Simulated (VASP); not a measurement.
# MnS in VASP: a series of runs

MnS is run at these levels: PBE+U; tasks: single point.

All numbers are computed with VASP 6.6.1; they aren't measurements. Logs are shortened: lines on timing, memory, paths and dates and some standing lists are left out, and cuts for length are marked.

### Step 1. The cell of the first run

It takes space group Fm-3m (No. 225, cubic). The conventional cell has a = 5.209 Å, b = 5.209 Å, c = 5.209 Å, α = 90.00°, β = 90.00°, γ = 90.00°. Within 3.4 Å of Mn (site symmetry m-3m) lie 6 S at 2.60 Å. Within 3.4 Å of S (site symmetry m-3m) lie 6 Mn at 2.60 Å.

### Step 2. Single point, PBE+U, collinear spin, antiferromagnetic start

Contents of INCAR:

```
ALGO = Normal ; EDIFF = 1E-7
ENCUT = 520 ; GGA = PE
ISIF = 2 ; ISMEAR = 0
ISPIN = 2 ; LASPH = True
LCHARG = False ; LDAU = True
LDAUJ = 0 0 ; LDAUL = 2 -1
LDAUPRINT = 1 ; LDAUTYPE = 2
LDAUU = 3.9 0 ; LMAXMIX = 4
LORBIT = 11 ; LREAL = False
LWAVE = False ; MAGMOM = 4.85 -4.85 0 0
NBANDS = 31 ; NELM = 150
PREC = Accurate ; SIGMA = 0.05
```

Contents of KPOINTS:

```
k-points
0
Gamma
  8 8 8
```

Contents of POSCAR:

```
MnS
1.0
   -2.6045000000     -2.6045000000      5.2090000000
   -5.2090000000     -2.6045000000      2.6045000000
   -2.6045000000     -5.2090000000      2.6045000000
Mn S
2 2
Direct
    0.0000000000      0.0000000000      0.0000000000
    0.5000000000      0.5000000000      0.5000000000
    1.2499999980     -0.7500000020     -0.7500000020
    1.7500000020     -0.2499999980     -0.2499999980
```

Potentials or basis: VASP PAW PBE potentials, release 64 (Mn_pv, S).

Launch:

```sh
$ cat potpaw_PBE.64/Mn_pv/POTCAR potpaw_PBE.64/S/POTCAR > POTCAR
$ mpirun -np 1 vasp_std > vasp.out
```

OUTCAR:

```text
EDIFF = 1E-7
   ENCUT = 520
   GGA = PE
   ISIF = 2
   ISMEAR = 0
   ISPIN = 2
   LASPH = True
   LORBIT = 11
   LREAL = False
   NELM = 150
   PREC = Accurate

 ion  position               nearest neighbor table
   1  0.000  0.000  0.000-   4 2.60   4 2.60   4 2.60   3 2.60   3 2.60   3 2.60
   2  0.500  0.500  0.500-   3 2.60   3 2.60   3 2.60   4 2.60   4 2.60   4 2.60
   3  0.250  0.250  0.250-   2 2.60   2 2.60   2 2.60   1 2.60   1 2.60   1 2.60
   4  0.750  0.750  0.750-   2 2.60   2 2.60   2 2.60   1 2.60   1 2.60   1 2.60

  LATTYP: Found a trigonal (rhomboedric) cell.
 ALAT       =     6.3796960351
 COS(alpha) =     0.8333333333

  Lattice vectors:

 A1 = (  -2.6045000000,  -2.6045000000,   5.2090000000)
 A2 = (  -5.2090000000,  -2.6045000000,   2.6045000000)
 A3 = (  -2.6045000000,  -5.2090000000,   2.6045000000)

Analysis of symmetry for initial positions (statically):
=====================================================================
 Subroutine PRICEL returns following result:

  LATTYP: Found a face centered cubic cell.
 ALAT       =     5.2090000000
[... 12 lines left out ...]
 Subroutine GETGRP returns: Found 12 space group operations
 (whereof 12 operations were pure point group operations)
 out of a pool of 12 trial point group operations.

The static configuration has the point symmetry D_3d.

Analysis of symmetry for dynamics (positions and initial velocities):
=====================================================================
 Subroutine PRICEL returns following result:

  LATTYP: Found a face centered cubic cell.
 ALAT       =     5.2090000000
[... 12 lines left out ...]
 Subroutine GETGRP returns: Found 12 space group operations
 (whereof 12 operations were pure point group operations)
 out of a pool of 12 trial point group operations.

The dynamic configuration has the point symmetry D_3d.

Analysis of structural, dynamic, and magnetic symmetry:
=====================================================================
 Subroutine PRICEL returns following result:

  LATTYP: Found a face centered cubic cell.
 ALAT       =     5.2090000000
[... 12 lines left out ...]
 Subroutine GETGRP returns: Found 12 space group operations
 (whereof 12 operations were pure point group operations)
 out of a pool of 12 trial point group operations.

The overall configuration has the point symmetry D_3d.

 Subroutine INISYM returns: Found 12 space group operations
 (whereof 12 operations are pure point group operations),
 and found     2 'primitive' translations

----------------------------------------------------------------------------------------

                                     Primitive cell

  volume of cell :      35.3348

  direct lattice vectors                    reciprocal lattice vectors
     2.604500000 -2.604500000  0.000000000     0.191975427 -0.191975427  0.191975427
    -0.000000000 -2.604500000 -2.604500000    -0.191975427 -0.191975427 -0.191975427
     2.604500000  0.000000000 -2.604500000     0.191975427  0.191975427 -0.191975427

  length of vectors
     3.683319223  3.683319223  3.683319223     0.332511194  0.332511194  0.332511194
[... 134 lines left out ...]

spin component  2

  0.0161 -0.0000  0.0008 -0.0000  0.0000
 -0.0000  0.0161  0.0004  0.0000 -0.0007
  0.0008  0.0004  0.0908  0.0004 -0.0000
 -0.0000  0.0000  0.0004  0.0161  0.0007
  0.0000 -0.0007 -0.0000  0.0007  0.0908

 occupancies and eigenvectors

  o =  0.0160  v =  0.0000  0.0000  0.0000  0.0000  0.0000 -0.6800  0.0513  0.0111 -0.7313  0.0074      0.0000  0.0000  0.0000  0.0000  0.0000  0.0000  0.0000  0.0000  0.0000  0.0000
  o =  0.0160  v =  0.0000  0.0000  0.0000  0.0000  0.0000 -0.4518 -0.8148  0.0074  0.3630 -0.0111      0.0000  0.0000  0.0000  0.0000  0.0000  0.0000  0.0000  0.0000  0.0000  0.0000
  o =  0.0161  v =  0.0000  0.0000  0.0000  0.0000  0.0000  0.5774 -0.5774  0.0000 -0.5774 -0.0000      0.0000  0.0000  0.0000  0.0000  0.0000  0.0000  0.0000  0.0000  0.0000  0.0000
  o =  0.0909  v =  0.0000  0.0000  0.0000  0.0000  0.0000 -0.0109 -0.0054 -0.9999 -0.0054 -0.0000      0.0000  0.0000  0.0000  0.0000  0.0000  0.0000  0.0000  0.0000  0.0000  0.0000
  o =  0.0909  v =  0.0000  0.0000  0.0000  0.0000  0.0000  0.0000 -0.0094 -0.0000  0.0094  0.9999      0.0000  0.0000  0.0000  0.0000  0.0000  0.0000  0.0000  0.0000  0.0000  0.0000
  o =  0.9311  v =  0.7773  0.6016  0.0522  0.1757 -0.0165  0.0000  0.0000  0.0000  0.0000  0.0000      0.0000  0.0000  0.0000  0.0000  0.0000  0.0000  0.0000  0.0000  0.0000  0.0000
  o =  0.9311  v = -0.2459  0.5502 -0.0165 -0.7961 -0.0522  0.0000  0.0000  0.0000  0.0000  0.0000      0.0000  0.0000  0.0000  0.0000  0.0000  0.0000  0.0000  0.0000  0.0000  0.0000
  o =  0.9314  v = -0.5774  0.5774  0.0000  0.5774  0.0000  0.0000  0.0000  0.0000  0.0000  0.0000      0.0000  0.0000  0.0000  0.0000  0.0000  0.0000  0.0000  0.0000  0.0000  0.0000
  o =  0.9519  v =  0.0000  0.0387  0.0000 -0.0387  0.9985  0.0000  0.0000  0.0000  0.0000  0.0000      0.0000  0.0000  0.0000  0.0000  0.0000  0.0000  0.0000  0.0000  0.0000  0.0000
  o =  0.9519  v =  0.0447  0.0224 -0.9985  0.0224  0.0000  0.0000  0.0000  0.0000  0.0000  0.0000      0.0000  0.0000  0.0000  0.0000  0.0000  0.0000  0.0000  0.0000  0.0000  0.0000

atom =   2  type =  1  l = 2

 onsite density matrix

spin component  1

  0.0161 -0.0000  0.0008 -0.0000  0.0000
 -0.0000  0.0161  0.0004  0.0000 -0.0007
  0.0008  0.0004  0.0908  0.0004  0.0000
 -0.0000  0.0000  0.0004  0.0161  0.0007
  0.0000 -0.0007  0.0000  0.0007  0.0908

spin component  2

  0.9313 -0.0001 -0.0009 -0.0001  0.0000
 -0.0001  0.9313 -0.0005  0.0001  0.0008
 -0.0009 -0.0005  0.9518 -0.0005 -0.0000
 -0.0001  0.0001 -0.0005  0.9313 -0.0008
  0.0000  0.0008 -0.0000 -0.0008  0.9518

 occupancies and eigenvectors

  o =  0.0160  v =  0.2527  0.7987 -0.0041 -0.5460  0.0127  0.0000  0.0000  0.0000  0.0000  0.0000      0.0000  0.0000  0.0000  0.0000  0.0000  0.0000  0.0000  0.0000  0.0000  0.0000
  o =  0.0160  v = -0.7763 -0.1694  0.0127 -0.6070  0.0041  0.0000  0.0000  0.0000  0.0000  0.0000      0.0000  0.0000  0.0000  0.0000  0.0000  0.0000  0.0000  0.0000  0.0000  0.0000
  o =  0.0161  v =  0.5774 -0.5774 -0.0000 -0.5774  0.0000  0.0000  0.0000  0.0000  0.0000  0.0000      0.0000  0.0000  0.0000  0.0000  0.0000  0.0000  0.0000  0.0000  0.0000  0.0000
  o =  0.0909  v = -0.0109 -0.0055 -0.9999 -0.0054  0.0076  0.0000  0.0000  0.0000  0.0000  0.0000      0.0000  0.0000  0.0000  0.0000  0.0000  0.0000  0.0000  0.0000  0.0000  0.0000
  o =  0.0909  v =  0.0001 -0.0094  0.0076  0.0095  0.9999  0.0000  0.0000  0.0000  0.0000  0.0000      0.0000  0.0000  0.0000  0.0000  0.0000  0.0000  0.0000  0.0000  0.0000  0.0000
  o =  0.9311  v =  0.0000  0.0000  0.0000  0.0000  0.0000  0.7875  0.5766  0.0529  0.2109 -0.0142      0.0000  0.0000  0.0000  0.0000  0.0000  0.0000  0.0000  0.0000  0.0000  0.0000
  o =  0.9311  v =  0.0000  0.0000  0.0000  0.0000  0.0000 -0.2111  0.5764 -0.0142 -0.7875 -0.0529      0.0000  0.0000  0.0000  0.0000  0.0000  0.0000  0.0000  0.0000  0.0000  0.0000
  o =  0.9314  v =  0.0000  0.0000  0.0000  0.0000  0.0000  0.5774 -0.5774 -0.0000 -0.5774 -0.0000      0.0000  0.0000  0.0000  0.0000  0.0000  0.0000  0.0000  0.0000  0.0000  0.0000
  o =  0.9519  v =  0.0000  0.0000  0.0000  0.0000  0.0000  0.0000  0.0387  0.0000 -0.0387  0.9985      0.0000  0.0000  0.0000  0.0000  0.0000  0.0000  0.0000  0.0000  0.0000  0.0000
  o =  0.9519  v =  0.0000  0.0000  0.0000  0.0000  0.0000 -0.0447 -0.0224  0.9985 -0.0224 -0.0000      0.0000  0.0000  0.0000  0.0000  0.0000  0.0000  0.0000  0.0000  0.0000  0.0000

 number of electron      38.0000015 magnetization      -0.0000000

 Free energy of the ion-electron system (eV)
  ---------------------------------------------------
  ext. energy  EPLUGINS =         0.00000000
  ---------------------------------------------------
  free energy    TOTEN  =       -26.05509698 eV

  energy without entropy =      -26.05509698  energy(sigma->0) =      -26.05509698

 E-fermi :   6.1132     XC(G=0): -10.6035

 val. band max:        5.8157407610   @ k =   0.5000   0.5000   0.5000
 cond. band min:       8.0585951877   @ k =   0.5000   0.5000   0.0000
 fundamental gap:      2.2428544267
 Fermi energy:         6.1132214243

 spin component 1

 k-point     1 :       0.0000    0.0000    0.0000
  band No.  band energies     occupation
      1     -44.1820      1.00000
      2     -44.1779      1.00000
      3     -44.1779      1.00000
      4     -39.3519      1.00000
      5     -39.3519      1.00000
      6     -39.3500      1.00000
[... 1625 lines left out ...]
     30      14.1080      0.00000
     31      14.3981      0.00000

 [... further k-points ...]

------------------------ aborting loop because EDIFF is reached ----------------------------------------

  FORCE on cell =-STRESS in cart. coord.  units (eV):
  Direction    XX          YY          ZZ          XY          YZ          ZX
  --------------------------------------------------------------------------------------
  -------------------------------------------------------------------------------------
  Total        1.1305576      1.1305576      1.1305576     -0.0804507      0.0804507      0.0804507
  in kB       25.6312734     25.6312734     25.6312734     -1.8239271      1.8239271      1.8239271
  external PRESSURE =      25.6312734 kB  Pullay stress =       0.0000000 kB

 VOLUME and BASIS-vectors are now :
 -----------------------------------------------------------------------------
  energy-cutoff  :      520.00
  volume of cell :       70.67
      direct lattice vectors                 reciprocal lattice vectors
    -2.604500000 -2.604500000  5.209000000     0.095987714  0.095987714  0.287963141
    -5.209000000 -2.604500000  2.604500000    -0.287963141  0.095987714 -0.095987714
    -2.604500000 -5.209000000  2.604500000     0.095987714 -0.287963141 -0.095987714

 POSITION                                       TOTAL-FORCE (eV/Angst)
 -----------------------------------------------------------------------------------
      0.00000      0.00000      0.00000        -0.000000      0.000000     -0.000000
     -5.20900     -5.20900      5.20900        -0.000000      0.000000     -0.000000
     -2.60450     -2.60450      2.60450        -0.000000     -0.000000     -0.000000
     -7.81350     -7.81350      7.81350         0.000000      0.000000      0.000000
 -----------------------------------------------------------------------------------
    total drift:                                0.000000      0.000000     -0.000000

  FREE ENERGIE OF THE ION-ELECTRON SYSTEM (eV)
  ---------------------------------------------------
  free  energy   TOTEN  =       -26.0550969845 eV

  energy  without entropy=      -26.0550969845  energy(sigma->0) =      -26.05509698

 total charge

# of ion       s       p       d       tot
------------------------------------------
    1        0.214   6.166   4.910  11.290
    2        0.214   6.166   4.910  11.290
    3        1.321   2.458   0.000   3.779
    4        1.321   2.458   0.000   3.779
--------------------------------------------------
tot          3.070  17.247   9.819  30.137

 magnetization (x)

# of ion       s       p       d       tot
------------------------------------------
    1        0.025   0.020   4.458   4.503
    2       -0.025  -0.020  -4.458  -4.503
    3        0.000   0.000   0.000   0.000
    4        0.000   0.000   0.000   0.000
--------------------------------------------------
tot         -0.000   0.000   0.000   0.000
```

Run time: 6.7 min. Hardware: 1 thread of Intel Xeon 6975P-C (Granite Rapids), shared host; peak memory 0.53 GiB.

The run converged, but its numbers aren't listed here, since they failed a check.

Caveat: the result breaks the symmetry of the cell; the antiferromagnetic order is the one typed at the start, and another may lie lower.

### Step 3. Single point, PBE+U, collinear spin, antiferromagnetic start (18.00 Å³/atom)

This run uses another cell than the first one, of 18.00 Å³/atom.

Contents of INCAR:

```
SYSTEM = MnS
ALGO     = Normal         ! electronic algorithm
EDIFF    = 1E-6           ! SCF threshold, eV
ENCUT    = 520            ! plane-wave cutoff, eV
GGA      = PE             ! functional
ISIF     = 2              ! what is computed and relaxed
ISMEAR   = 0              ! smearing method
ISPIN    = 2              ! spin polarisation
LASPH    = .True.         ! aspherical terms in the spheres
LCHARG   = .False.        ! write CHGCAR
LDAU     = .True.         ! DFT+U
LDAUJ    = 0 0          
LDAUL    = 2 -1           ! shell
LDAUPRINT= 1            
LDAUTYPE = 2            
LDAUU    = 3.9 0          ! U, eV
LMAXMIX  = 4              ! l up to which the mixer works
LORBIT   = 11             ! projections on sites
LREAL    = .False.        ! projectors in reciprocal space
LWAVE    = .False.        ! write WAVECAR
MAGMOM   = 4.88 -4.88 0 0 ! initial moments
NBANDS   = 31             ! bands
NELM     = 150            ! most SCF steps
PREC     = Accurate       ! precision mode
SIGMA    = 0.05           ! smearing width, eV
```

Contents of KPOINTS:

```
k-points
0
Gamma
  8 8 8
  0 0 0
```

Contents of POSCAR:

```
MnS
1.0
   -2.6042424199     -2.6042424199      5.2302662999
   -5.2302662999     -2.6042424199      2.6042424199
   -2.6042424199     -5.2302662999      2.6042424199
Mn S
2 2
Direct
    0.0000000000      0.0000000000      0.0000000000
    0.5000000000      0.5000000000      0.5000000000
    1.2499999980     -0.7500000020     -0.7500000020
    1.7500000020     -0.2499999980     -0.2499999980
```

Potentials or basis: VASP PAW PBE potentials, release 64 (Mn_pv, S).

Launch:

```sh
$ cat potpaw_PBE.64/Mn_pv/POTCAR potpaw_PBE.64/S/POTCAR > POTCAR
$ mpirun -np 1 vasp_std > vasp.out
```

It took 6 min on 1 thread of Intel Xeon 6975P-C (Granite Rapids), shared host; peak memory 0.52 GiB.

The run converged. Its results:

* Free energy: -26.0707 eV
* Pressure: 1.0 GPa
* Band gap on the k mesh: 2.30 eV
* Net moment: 0.00 μB per cell
* Site moments: Mn +4.51, -4.51; S +0.00 μB
* Valence electrons inside the program's atomic spheres: Mn 11.27; S 3.77

Levels at points of the mesh, in eV from the valence-band top:
Spin up:
```
           k point  band 15  band 16  band 17  band 18  band 19  band 20  band 21  band 22  band 23  band 24
(0.00, 0.00, 0.00)    -0.87    -0.87    -0.73    -0.73    -0.67     3.00     3.29     3.29     3.37     3.95
(0.50, 0.00, 0.00)    -3.09    -3.06    -2.20    -1.29    -0.78     2.53     3.74     3.97     4.04     4.18
(0.50, 0.50, 0.00)    -3.37    -2.29    -2.24    -0.74    -0.51     2.30     2.46     4.01     4.02     4.11
(0.50, 0.50, 0.50)    -2.70    -1.53    -1.53     0.00     0.00     2.91     3.18     3.18     3.96     3.96
```
Spin down:
```csv
k point,band 17,band 18,band 19,band 20,band 21,band 22
"(0.00, 0.00, 0.00)",-0.73,-0.73,-0.67,3.00,3.29,3.29
"(0.50, 0.00, 0.00)",-2.20,-1.29,-0.78,2.53,3.74,3.97
"(0.50, 0.50, 0.00)",-2.24,-0.74,-0.51,2.30,2.46,4.01
"(0.50, 0.50, 0.50)",-1.53,0.00,0.00,2.91,3.18,3.18
```

Eigenvalues of the final occupation matrices:
```tsv
site	spin	trace	eigenvalues
site 1 d	1	4.70	0.93 0.93 0.93 0.95 0.95
site 1 d	2	0.22	0.02 0.02 0.02 0.09 0.09
site 2 d	1	0.22	0.02 0.02 0.02 0.09 0.09
site 2 d	2	4.70	0.93 0.93 0.93 0.95 0.95
```

Caveat: the antiferromagnetic order is the one typed at the start, and another may lie lower. The state reached can hang on the start; a lower one may exist.

(Continued in part 2 of 2.)
